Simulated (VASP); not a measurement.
# CoO (Fm-3m) in VASP: notebook

CoO is run at these levels: PBE; tasks: single point.

Everything below comes from runs of VASP 6.6.1. Logs are shortened: lines on timing, memory, paths and dates and some standing lists are left out, and cuts for length are marked.

**1. The cell of the first run**

Symmetry: Fm-3m, No. 225, cubic system. Conventional cell: a = 4.249 Å, b = 4.249 Å, c = 4.249 Å, α = 90.00°, β = 90.00°, γ = 90.00°. Within 2.8 Å of Co (site symmetry m-3m) lie 6 O at 2.12 Å. O (site symmetry m-3m) has 6 Co at 2.12 Å within 2.8 Å.

**2. Single point, PBE, collinear spin, ferromagnetic start (volume scaled by 0.99)**

INCAR reads:

```
PREC     = Accurate       # precision mode
ENCUT    = 520            # plane-wave cutoff, eV
EDIFF    = 1E-7           # SCF threshold, eV
ISMEAR   = -1             # smearing method
SIGMA    = 0.05           # smearing width, eV
LREAL    = False          # projectors in reciprocal space
LASPH    = True           # aspherical terms in the spheres
NELM     = 150            # most SCF steps
ALGO     = Normal         # electronic algorithm
ISIF     = 2              # what is computed and relaxed
LWAVE    = False          # write WAVECAR
LCHARG   = False          # write CHGCAR
ISPIN    = 2              # spin polarisation
MAGMOM   = 2 0            # initial moments
LORBIT   = 11             # projections on sites
LMAXMIX  = 4              # l up to which the mixer works
GGA      = PE             # functional
NBANDS   = 18             # bands
```

KPOINTS reads:

```
Automatic mesh
0
Gamma
  16 16 16
```

POSCAR reads:

```
CoO
1.0
    0.0000000000      2.1243711842      2.1243711842
    2.1243711842      0.0000000000      2.1243711842
    2.1243711842      2.1243711842      0.0000000000
Co O
1 1
Direct
    0.0000000000      0.0000000000      0.0000000000
    0.5000000000      0.5000000000      0.5000000000
```

Potentials or basis: VASP PAW PBE potentials, release 64 (Co, O).

The run is started by

```sh
$ cat potpaw_PBE.64/Co/POTCAR potpaw_PBE.64/O/POTCAR > POTCAR
$ mpirun -np 1 vasp_std > vasp.out
```

OUTCAR:

```text
PREC = Accurate
   ENCUT = 520
   EDIFF = 1E-7
   ISMEAR = -1
   LREAL = False
   LASPH = True
   NELM = 150
   ISIF = 2
   ISPIN = 2
   LORBIT = 11
   GGA = PE

 ion  position               nearest neighbor table
   1  0.000  0.000  0.000-   2 2.12   2 2.12   2 2.12   2 2.12   2 2.12   2 2.12
   2  0.500  0.500  0.500-   1 2.12   1 2.12   1 2.12   1 2.12   1 2.12   1 2.12

  LATTYP: Found a face centered cubic cell.
 ALAT       =     4.2487423684

  Lattice vectors:

 A1 = (   0.0000000000,   2.1243711842,   2.1243711842)
 A2 = (   2.1243711842,   0.0000000000,   2.1243711842)
 A3 = (   2.1243711842,   2.1243711842,   0.0000000000)

Analysis of symmetry for initial positions (statically):
=====================================================================
 Subroutine PRICEL returns:
 Original cell was already a primitive cell.

 Routine SETGRP: Setting up the symmetry group for a
 face centered cubic supercell.

 Subroutine GETGRP returns: Found 48 space group operations
 (whereof 48 operations were pure point group operations)
 out of a pool of 48 trial point group operations.

The static configuration has the point symmetry O_h .

Analysis of symmetry for dynamics (positions and initial velocities):
=====================================================================
 Subroutine PRICEL returns:
 Original cell was already a primitive cell.

 Routine SETGRP: Setting up the symmetry group for a
 face centered cubic supercell.

 Subroutine GETGRP returns: Found 48 space group operations
 (whereof 48 operations were pure point group operations)
 out of a pool of 48 trial point group operations.

The dynamic configuration has the point symmetry O_h .

Analysis of structural, dynamic, and magnetic symmetry:
=====================================================================
 Subroutine PRICEL returns:
 Original cell was already a primitive cell.

 Routine SETGRP: Setting up the symmetry group for a
 face centered cubic supercell.

 Subroutine GETGRP returns: Found 48 space group operations
 (whereof 48 operations were pure point group operations)
 out of a pool of 48 trial point group operations.

The overall configuration has the point symmetry O_h .

 Subroutine INISYM returns: Found 48 space group operations
 (whereof 48 operations are pure point group operations),
 and found     1 'primitive' translations

----------------------------------------------------------------------------------------

                                     Primitive cell

  volume of cell :      19.1744

  direct lattice vectors                    reciprocal lattice vectors
     0.000000000  2.124371184  2.124371184    -0.235363765  0.235363765  0.235363765
     2.124371184  0.000000000  2.124371184     0.235363765 -0.235363765  0.235363765
     2.124371184  2.124371184  0.000000000     0.235363765  0.235363765 -0.235363765

  length of vectors
     3.004314540  3.004314540  3.004314540     0.407661999  0.407661999  0.407661999

  position of ions in fractional coordinates (direct lattice)
     0.000000000  0.000000000  0.000000000
     0.500000000  0.500000000  0.500000000

  ion indices of the primitive-cell ions
   primitive index   ion index
                 1           1
                 2           2

----------------------------------------------------------------------------------------

 KPOINTS: Automatic mesh

Automatic generation of k-mesh.
 Grid dimensions read from file:
 generate k-points for:   16   16   16

 Generating k-lattice:

  Cartesian coordinates                     Fractional coordinates (reciprocal lattice)
    -0.014710235  0.014710235  0.014710235     0.062500000  0.000000000  0.000000000
     0.014710235 -0.014710235  0.014710235     0.000000000  0.062500000  0.000000000
     0.014710235  0.014710235 -0.014710235     0.000000000  0.000000000  0.062500000

  Length of vectors
     0.025478875  0.025478875  0.025478875

  Shift w.r.t. Gamma in fractional coordinates (k-lattice)
     0.000000000  0.000000000  0.000000000

 Subroutine IBZKPT returns following result:
 ===========================================

 Found    145 irreducible k-points:

 Following reciprocal coordinates:
            Coordinates               Weight
  0.000000  0.000000  0.000000      1.000000
  0.062500  0.000000  0.000000      8.000000
  0.125000  0.000000  0.000000      8.000000
  0.187500  0.000000  0.000000      8.000000
  0.250000  0.000000  0.000000      8.000000
  0.312500  0.000000  0.000000      8.000000
[... 16 lines left out ...]
 -0.125000  0.062500  0.000000     24.000000
 -0.062500  0.062500  0.000000     12.000000
 [... further k-points ...]
   k-points           NKPTS =    145   k-points in BZ     NKDIM =    145   number of bands    NBANDS=     18
   number of dos      NEDOS =    301   number of ions     NIONS =      2
   total plane-waves  NPLWV =  13824
   dimension x,y,z NGX =    24 NGY =   24 NGZ =   24
   dimension x,y,z NGXF=    48 NGYF=   48 NGZF=   48
   ions per type =               1   1
   NGX,Y,Z   is equivalent  to a cutoff of  13.28, 13.28, 13.28 a.u.
   NGXF,Y,Z  is equivalent  to a cutoff of  26.56, 26.56, 26.56 a.u.
 SYSTEM =  unknown system
   PREC   = accura    normal or accurate (medium, high low for compatibility)
   ISTART =      0    job   : 0-new  1-cont  2-samecut
   ICHARG =      2    charge: 1-file 2-atom 10-const
   ISPIN  =      2    spin polarized calculation?
   LNONCOLLINEAR =      F non collinear calculations
   LSORBIT =      F    spin-orbit coupling
   LASPH  =      T    aspherical Exc in radial PAW
   ENCUT  =  520.0 eV  38.22 Ry    6.18 a.u.   5.59  5.59  5.59*2*pi/ulx,y,z
   NELM   =    150;   NELMIN=  2; NELMDL= -5     # of ELM steps
   EDIFF  = 0.1E-06   stopping-criterion for ELM
   LREAL  =      F    real-space projection
   EDIFFG = 0.1E-05   stopping-criterion for IOM
   NSW    =      0    number of steps for IOM
   IBRION =     -1    ionic relax: 0-MD 1-quasi-New 2-CG
   NFREE  =      0    steps in history (QN), initial steepest desc. (CG)
   ISIF   =      2    stress and relaxation
   ISYM   =      2    0-nonsym 1-usesym 2-fastsym
   POTIM  = 0.5000    time-step for ionic-motion
   TEBEG  =    0.0;   TEEND  =   0.0 temperature during run
   PSTRESS=    0.0 pullay stress
   NELECT =      15.0000    total number of electrons
   NUPDOWN=      -1.0000    fix difference up-down
   EMIN   =  10.00;   EMAX   =-10.00  energy-range for DOS
   EFERMI =   0.00;   METHOD = LEGACY
   ISMEAR =    -1;   SIGMA  =   0.05  broadening in eV -4-tet -1-fermi 0-gaus
   EFERMI_NEDOS =   21; number of points for ismear=-14 and -15
   IALGO  =     38    algorithm
   IMIX   =      4    mixing-type and parameters
     AMIX     =   0.40;   BMIX     =  1.00
     AMIX_MAG =   1.60;   BMIX_MAG =  1.00
  volume/ion in A,a.u.               =       9.59        64.70
  Fermi-wavevector in a.u.,A,eV,Ry     =   1.508452  2.850561 30.959073  2.275428
  Thomas-Fermi vector in A             =   2.618904
   LORBIT       =     11    0 simple, 1 ext, 2 COOP (PROOUT), +10 PAW based schemes
   GGA     = PE    functional components
   LHFCALC =     F    Hartree Fock is set to
   AEXX    =    0.0000 exact exchange contribution
   IVDW    =     0    specifies the selected vdW correction
   LEPSILON=     F    determine dielectric tensor
   LRPA    =     F    only Hartree local field effects (RPA)
 spin polarized calculation
  energy-cutoff  :      520.00
  volume of cell :       19.17
 maximum number of plane-waves:       534
   NGX = 11   NGY = 11   NGZ = 11

 number of electron      15.0000006 magnetization       2.8784897

 Free energy of the ion-electron system (eV)
  ---------------------------------------------------
  ext. energy  EPLUGINS =         0.00000000
  ---------------------------------------------------
  free energy    TOTEN  =       -13.06346354 eV

  energy without entropy =      -13.02794633  energy(sigma->0) =      -13.04570494

 E-fermi :   8.0120     XC(G=0): -12.4530

 val. band max:        8.0112647338   @ k =  -0.2500   0.2500   0.0000
 cond. band min:       8.0137939236   @ k =   0.5000   0.2500   0.0000
 fundamental gap:      0.0025291897
 Fermi energy:         8.0119672519

 spin component 1

 k-point     1 :       0.0000    0.0000    0.0000
  band No.  band energies     occupation
      1     -12.2438      1.00000
      2       4.7611      1.00000
      3       4.7611      1.00000
      4       4.8688      1.00000
      5       4.8688      1.00000
      6       4.8688      1.00000
[... 10 lines left out ...]
     17      29.6209      0.00000
     18      33.0526      0.00000

 k-point     2 :       0.0625    0.0000    0.0000
  band No.  band energies     occupation
      1     -12.2027      1.00000
      2       4.2399      1.00000
      3       4.2399      1.00000
      4       4.3426      1.00000
      5       4.9580      1.00000
      6       4.9580      1.00000
[... 10 lines left out ...]
     17      30.1703      0.00000
     18      33.7550      0.00000

 k-point     3 :       0.1250    0.0000    0.0000
  band No.  band energies     occupation
      1     -12.0833      1.00000
      2       3.5400      1.00000
      3       3.6963      1.00000
      4       3.6963      1.00000
      5       5.0356      1.00000
      6       5.0356      1.00000
[... 412 lines left out ...]
 k-point    23 :      -0.1250    0.0625    0.0000
  band No.  band energies     occupation
      1     -11.9953      1.00000
      2       2.9861      1.00000
      3       3.3037      1.00000
      4       3.8177      1.00000
      5       5.0522      1.00000
      6       5.0656      1.00000
[... 10 lines left out ...]
     17      32.7780      0.00000
     18      35.0609      0.00000

 k-point    24 :      -0.0625    0.0625    0.0000
  band No.  band energies     occupation
      1     -12.1358      1.00000
      2       3.7055      1.00000
      3       3.7678      1.00000
      4       4.2964      1.00000
      5       4.9374      1.00000
      6       4.9992      1.00000
[... 10 lines left out ...]
     17      31.2086      0.00000
     18      33.9476      0.00000

 [... further k-points ...]

 spin component 2

 k-point     1 :       0.0000    0.0000    0.0000
  band No.  band energies     occupation
      1     -11.7536      1.00000
      2       5.4158      1.00000
      3       5.4158      1.00000
      4       5.4158      1.00000
      5       6.9002      1.00000
      6       6.9003      1.00000
[... 10 lines left out ...]
     17      30.5755      0.00000
     18      33.8678      0.00000

 k-point     2 :       0.0625    0.0000    0.0000
  band No.  band energies     occupation
      1     -11.7114      1.00000
      2       5.0405      1.00000
      3       5.2633      1.00000
      4       5.2634      1.00000
      5       6.9550      1.00000
      6       6.9551      1.00000
[... 10 lines left out ...]
     17      31.0450      0.00000
     18      34.5980      0.00000

 k-point     3 :       0.1250    0.0000    0.0000
  band No.  band energies     occupation
      1     -11.5889      1.00000
      2       4.2263      1.00000
      3       4.9107      1.00000
      4       4.9107      1.00000
      5       7.0795      1.00000
      6       7.0795      1.00000
[... 412 lines left out ...]
 k-point    23 :      -0.1250    0.0625    0.0000
  band No.  band energies     occupation
      1     -11.4984      1.00000
      2       3.7614      1.00000
      3       4.6494      1.00000
      4       4.7821      1.00000
      5       7.0477      1.00000
      6       7.2404      1.00000
[... 10 lines left out ...]
     17      33.4458      0.00000
     18      35.9072      0.00000

 k-point    24 :      -0.0625    0.0625    0.0000
  band No.  band energies     occupation
      1     -11.6428      1.00000
      2       4.5391      1.00000
      3       5.0162      1.00000
      4       5.1215      1.00000
      5       6.9548      1.00000
      6       7.0912      1.00000
[... 10 lines left out ...]
     17      32.0278      0.00000
     18      34.7816      0.00000

 [... further k-points ...]
[... 5 lines left out ...]
  --------------------------------------------------------------------------------------
  -------------------------------------------------------------------------------------
  Total       -0.0872377     -0.0872377     -0.0872377      0.0000000     -0.0000000     -0.0000000
  in kB       -7.2894279     -7.2894279     -7.2894279      0.0000000     -0.0000000     -0.0000000
  external PRESSURE =      -7.2894279 kB  Pullay stress =       0.0000000 kB

 VOLUME and BASIS-vectors are now :
 -----------------------------------------------------------------------------
  energy-cutoff  :      520.00
  volume of cell :       19.17
      direct lattice vectors                 reciprocal lattice vectors
     0.000000000  2.124371184  2.124371184    -0.235363765  0.235363765  0.235363765
     2.124371184  0.000000000  2.124371184     0.235363765 -0.235363765  0.235363765
     2.124371184  2.124371184  0.000000000     0.235363765  0.235363765 -0.235363765

 POSITION                                       TOTAL-FORCE (eV/Angst)
 -----------------------------------------------------------------------------------
      0.00000      0.00000      0.00000        -0.000000      0.000000      0.000000
      2.12437      2.12437      2.12437         0.000000     -0.000000      0.000000
 -----------------------------------------------------------------------------------
    total drift:                                0.000000     -0.000000     -0.000000

  FREE ENERGIE OF THE ION-ELECTRON SYSTEM (eV)
  ---------------------------------------------------
  free  energy   TOTEN  =       -13.0634635436 eV

  energy  without entropy=      -13.0279463307  energy(sigma->0) =      -13.04570494

 total charge

# of ion       s       p       d       tot
------------------------------------------
    1        0.296   0.361   7.150   7.807
    2        1.556   3.427   0.000   4.983
--------------------------------------------------
tot          1.852   3.787   7.150  12.790

 magnetization (x)

# of ion       s       p       d       tot
------------------------------------------
    1        0.021   0.018   2.500   2.538
    2        0.029   0.262   0.000   0.291
--------------------------------------------------
tot          0.049   0.280   2.500   2.829
```

Wall time 71 s (1 thread of Intel Xeon 6975P-C, shared host); peak memory 0.21 GiB.

What came out:

- Free energy: -13.0635 eV
- Pressure: -0.7 GPa
- Net moment: 2.88 μB per cell
- Site moments: Co +2.54; O +0.29 μB
- Valence electrons inside the program's atomic spheres: Co 7.81; O 4.98

Caveat: a cell with one magnetic atom can't hold antiferromagnetic order, which such compounds often take; semilocal functionals often make such compounds metallic where correlation or magnetic order opens a gap, which also shifts bond lengths.

**3. Single point, PBE, collinear spin, ferromagnetic start (volume scaled by 1.01)**

INCAR reads:

```
  ALGO = Normal
  EDIFF = 1E-6
  ENCUT = 520
  GGA = PE
  ISIF = 2
  ISMEAR = -1
  ISPIN = 2
  LASPH = T
  LCHARG = T
  LELF = T
  LMAXMIX = 4
  LORBIT = 11
  LREAL = F
  LVHAR = T
  LWAVE = F
  MAGMOM = 2 0
  NBANDS = 18
  NELM = 150
  PREC = Accurate
  SIGMA = 0.05
```

KPOINTS reads:

```
k-points
0
Gamma
  16 16 16
```

POSCAR reads:

```
CoO
1.0
    0.0000000000      2.1385814474      2.1385814474
    2.1385814474      0.0000000000      2.1385814474
    2.1385814474      2.1385814474      0.0000000000
Co O
1 1
Direct
    0.0000000000      0.0000000000      0.0000000000
    0.5000000000      0.5000000000      0.5000000000
```

Potentials or basis: VASP PAW PBE potentials, release 64 (Co, O).

The run is started by

```sh
$ cat potpaw_PBE.64/Co/POTCAR potpaw_PBE.64/O/POTCAR > POTCAR
$ mpirun -np 1 vasp_std > vasp.out
```

Wall time 69 s (1 thread of Intel Xeon 6975P-C, shared host); peak memory 0.21 GiB.

Results (log left out):

- Free energy: -13.0583 eV
- Pressure: -3.9 GPa
- Net moment: 2.93 μB per cell
- Site moments: Co +2.58; O +0.30 μB
- Valence electrons inside the program's atomic spheres: Co 7.77; O 4.97

Levels at points of the mesh, in eV from the Fermi level:
Spin up:
```tsv
k point	band 7	band 8	band 9	band 10	band 11	band 12
(0.00, 0.00, 0.00)	-3.05	-3.05	-3.05	0.95	16.83	18.05
(0.50, 0.00, 0.00)	-1.81	0.08	0.08	5.06	9.24	13.37
(0.50, 0.50, 0.00)	-2.44	-2.08	-2.08	5.80	9.76	11.64
```
Spin down:
```csv
k point,band 4,band 5,band 6,band 7,band 8,band 9
"(0.00, 0.00, 0.00)",-2.48,-1.07,-1.07,-1.07,0.09,0.09
"(0.50, 0.00, 0.00)",-4.52,-0.12,-0.12,0.18,2.68,2.68
"(0.50, 0.50, 0.00)",-3.72,-2.16,0.13,0.13,0.55,0.98
```

Caveat: a cell with one magnetic atom can't hold antiferromagnetic order, which such compounds often take; semilocal functionals often make such compounds metallic where correlation or magnetic order opens a gap, which also shifts bond lengths.
